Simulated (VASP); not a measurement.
# ZrB2 (P6/mmm) in VASP: a series of runs, part 2 of 2

VASP 6.6.1. The steps go on from the part before.

### 4 Electric field gradients, r2SCAN

File POSCAR:

```
ZrB2
1.0
    3.1700000000      0.0000000000      0.0000000000
   -1.5850000000      2.7453005300      0.0000000000
    0.0000000000      0.0000000000      3.5330000000
Zr B
1 2
Direct
    0.0000000000      0.0000000000      0.0000000000
    0.3333333333      0.6666666667      0.5000000000
    0.6666666667      0.3333333333      0.5000000000
```

File INCAR.step1:

```
PREC = Accurate
ENCUT = 520
ISMEAR = -1
SIGMA = 0.05
LREAL = False
LASPH = True
NELM = 100
NBANDS = 16
GGA = PE
ALGO = Normal
EDIFF = 1E-4
LWAVE = True
LCHARG = False
```

File INCAR.step2:

```
PREC = Accurate
ENCUT = 520
EDIFF = 1E-8
ISMEAR = -1
SIGMA = 0.05
LREAL = False
LASPH = True
NELM = 100
ALGO = Normal
ISIF = 2
LWAVE = False
LCHARG = False
METAGGA = R2SCAN
LMIXTAU = True
LEFG = True
NBANDS = 16
ISTART = 1
```

File KPOINTS:

```
Automatic mesh
0
Gamma
  17 17 13
```

Potentials or basis: VASP PAW PBE potentials, release 64 (Zr_sv, B).

Launch:

```console
$ cat potpaw_PBE.64/Zr_sv/POTCAR potpaw_PBE.64/B/POTCAR > POTCAR
$ cp INCAR.step1 INCAR
$ mpirun -np 1 vasp_std > vasp.out
$ cp INCAR.step2 INCAR
$ mpirun -np 1 vasp_std > vasp.out
```

OUTCAR:

```text
PREC = Accurate
   ENCUT = 520
   EDIFF = 1E-8
   ISMEAR = -1
   LREAL = False
   LASPH = True
   NELM = 100
   ISIF = 2
   METAGGA = R2SCAN
   ISTART = 1

 ion  position               nearest neighbor table
   1  0.000  0.000  0.000-   2 2.54   3 2.54   2 2.54   3 2.54   3 2.54   3 2.54   2 2.54   2 2.54
                             3 2.54   3 2.54   2 2.54   2 2.54
   2  0.333  0.667  0.500-   3 1.83   3 1.83   3 1.83   1 2.54   1 2.54   1 2.54   1 2.54   1 2.54
                             1 2.54
   3  0.667  0.333  0.500-   2 1.83   2 1.83   2 1.83   1 2.54   1 2.54   1 2.54   1 2.54   1 2.54
                             1 2.54

  LATTYP: Found a hexagonal cell.
 ALAT       =     3.1700000000
 C/A-ratio  =     1.1145110410

  Lattice vectors:

 A1 = (   3.1700000000,   0.0000000000,   0.0000000000)
 A2 = (  -1.5850000000,   2.7453005300,   0.0000000000)
 A3 = (   0.0000000000,   0.0000000000,   3.5330000000)

Analysis of symmetry for initial positions (statically):
=====================================================================
 Subroutine PRICEL returns:
 Original cell was already a primitive cell.

 Routine SETGRP: Setting up the symmetry group for a
 hexagonal supercell.

 Subroutine GETGRP returns: Found 24 space group operations
 (whereof 24 operations were pure point group operations)
 out of a pool of 24 trial point group operations.

The static configuration has the point symmetry D_6h.

Analysis of symmetry for dynamics (positions and initial velocities):
=====================================================================
 Subroutine PRICEL returns:
 Original cell was already a primitive cell.

 Routine SETGRP: Setting up the symmetry group for a
 hexagonal supercell.

 Subroutine GETGRP returns: Found 24 space group operations
[... 166 lines left out ...]
      5      -2.9959      2.00000
      6       7.8580      2.00000
[... 433 lines left out ...]
      3     -17.1303      2.00000
      4     -16.8950      2.00000
      5      -1.1924      2.00000
      6       4.6018      2.00000
[... 8 lines left out ...]
     15      18.3028      0.00000
     16      19.6403      0.00000

 [... further k-points ...]
[... 5 lines left out ...]
  --------------------------------------------------------------------------------------
  -------------------------------------------------------------------------------------
  Total        0.0409401      0.0409401      0.4072680      0.0000000     -0.0000000      0.0000000
  in kB        2.1333745      2.1333745     21.2225765      0.0000000     -0.0000000      0.0000000
  external PRESSURE =       8.4964418 kB  Pullay stress =       0.0000000 kB

 VOLUME and BASIS-vectors are now :
 -----------------------------------------------------------------------------
  energy-cutoff  :      520.00
  volume of cell :       30.75
      direct lattice vectors                 reciprocal lattice vectors
     3.170000000  0.000000000  0.000000000     0.315457413  0.182129422  0.000000000
    -1.585000000  2.745300530  0.000000000     0.000000000  0.364258845  0.000000000
     0.000000000  0.000000000  3.533000000     0.000000000  0.000000000  0.283045570

 POSITION                                       TOTAL-FORCE (eV/Angst)
 -----------------------------------------------------------------------------------
      0.00000      0.00000      0.00000         0.000000      0.000000      0.000000
     -0.00000      1.83020      1.76650        -0.000000      0.000000      0.000000
      1.58500      0.91510      1.76650        -0.000000      0.000000      0.000000
 -----------------------------------------------------------------------------------
    total drift:                               -0.000000      0.000000     -0.000000

  FREE ENERGIE OF THE ION-ELECTRON SYSTEM (eV)
  ---------------------------------------------------
  free  energy   TOTEN  =       -40.6382703283 eV

  energy  without entropy=      -40.6366927167  energy(sigma->0) =      -40.63748152

 Electric field gradients (V/A^2)
---------------------------------------------------------------------
 ion       V_xx      V_yy      V_zz      V_xy      V_xz      V_yz
---------------------------------------------------------------------
   1     -19.177   -19.177    38.354    -0.000     0.000     0.000
   2      -0.852    -0.852     1.705    -0.000     0.000    -0.000
   3      -0.852    -0.852     1.705    -0.000     0.000     0.000
---------------------------------------------------------------------

 Electric field gradients after diagonalization (V/A^2)
 (convention: |V_zz| > |V_xx| > |V_yy|)
----------------------------------------------------------------------
 ion       V_xx      V_yy      V_zz     asymmetry (V_yy - V_xx)/ V_zz
----------------------------------------------------------------------
   1     -19.177   -19.177    38.354       0.000
   2      -0.853    -0.852     1.705       0.000
   3      -0.853    -0.852     1.705       0.000
----------------------------------------------------------------------

           NMR quadrupolar parameters

 Cq : quadrupolar parameter    Cq=e*Q*V_zz/h
 eta: asymmetry parameters     (V_yy - V_xx)/ V_zz
 Q  : nuclear electric quadrupole moment in mb (millibarn)
----------------------------------------------------------------------
 ion       Cq(MHz)       eta       Q (mb)
----------------------------------------------------------------------
   1       0.093       0.000       1.000
   2       0.004       0.000       1.000
   3       0.004       0.000       1.000
----------------------------------------------------------------------
```

OSZICAR.step1:

```text
N       E                     dE             d eps       ncg     rms          rms(c)
DAV:   1     0.102956243348E+03    0.10296E+03   -0.97138E+03  7400   0.112E+03
DAV:   2    -0.234577100013E+02   -0.12641E+03   -0.12158E+03  9688   0.291E+02
DAV:   3    -0.276003640213E+02   -0.41427E+01   -0.41259E+01 11448   0.451E+01
DAV:   4    -0.276571321857E+02   -0.56768E-01   -0.56757E-01  9056   0.493E+00
DAV:   5    -0.276585908859E+02   -0.14587E-02   -0.14587E-02 11000   0.512E-01    0.215E+01
DAV:   6    -0.250248361491E+02    0.26338E+01   -0.58893E+00  9624   0.161E+01    0.866E+00
DAV:   7    -0.249810073759E+02    0.43829E-01   -0.60748E-01 10184   0.490E+00    0.318E+00
DAV:   8    -0.249841420499E+02   -0.31347E-02   -0.95413E-02  9024   0.247E+00    0.399E-01
DAV:   9    -0.249803130739E+02    0.38290E-02   -0.20076E-02  9200   0.104E+00    0.219E-01
DAV:  10    -0.249799576548E+02    0.35542E-03   -0.18386E-03  8648   0.390E-01    0.350E-02
DAV:  11    -0.249799661661E+02   -0.85113E-05   -0.58237E-05  5240   0.763E-02
   1 F= -.24979966E+02 E0= -.24979115E+02  d E =-.170157E-02
```

Run time: 3.5 min. Hardware: 1 thread of Intel Xeon 6975P-C, shared host; peak memory 0.24 GiB.

Results:

```
Free energy            : -40.6383 eV
Pressure               : 0.8 GPa
Band gap on the k mesh : zero (band 9 reaches 11.39 eV, above the bottom of band 10 at 10.05 eV)
```

Stress tensor (GPa, compression positive):
```
0.21 0.00 0.00
0.00 0.21 0.00
0.00 0.00 2.12
```

Levels at points of the mesh, in eV from the Fermi level:
```csv
k point,band 7,band 8,band 9,band 10,band 11,band 12
"(0.00, 0.00, 0.00)",-2.88,-2.76,-2.70,3.52,3.52,4.35
```

Electric field gradients, principal values (V/Å²):
```tsv
atom	least	middle	greatest (by size)
1 Zr	-19.177	-19.177	38.354
2 B	-0.852	-0.853	1.705
3 B	-0.852	-0.853	1.705
```

Caveat: without QUAD_EFG the Cq values of the log hold for a quadrupole moment of 1 mb, not for the nuclei; the PAW data sets were made with another functional, which shifts forces and pressure a little.

### 5 The runs side by side

```csv
level,potentials or basis,k mesh,gap on the mesh (eV),pressure (GPa)
PBE,"VASP PAW PBE potentials, release 64 (Zr_sv, B)",16 × 16 × 12,none,0.9
LDA,"VASP PAW LDA potentials, release 64 (Zr_sv, B)",17 × 17 × 13,none,-8.4
r2SCAN,"VASP PAW PBE potentials, release 64 (Zr_sv, B)",17 × 17 × 13,none,0.8
```

Alike in all rows: task electric field gradients; no spin polarisation; cell as given; cutoff (eV) 520; smearing fermi-dirac 0.05 eV.

Caveats: the PAW data sets were made with another functional, which shifts forces and pressure a little (some runs).

Total energies depend on the potentials used, so only differences within one code and one set of settings carry meaning.
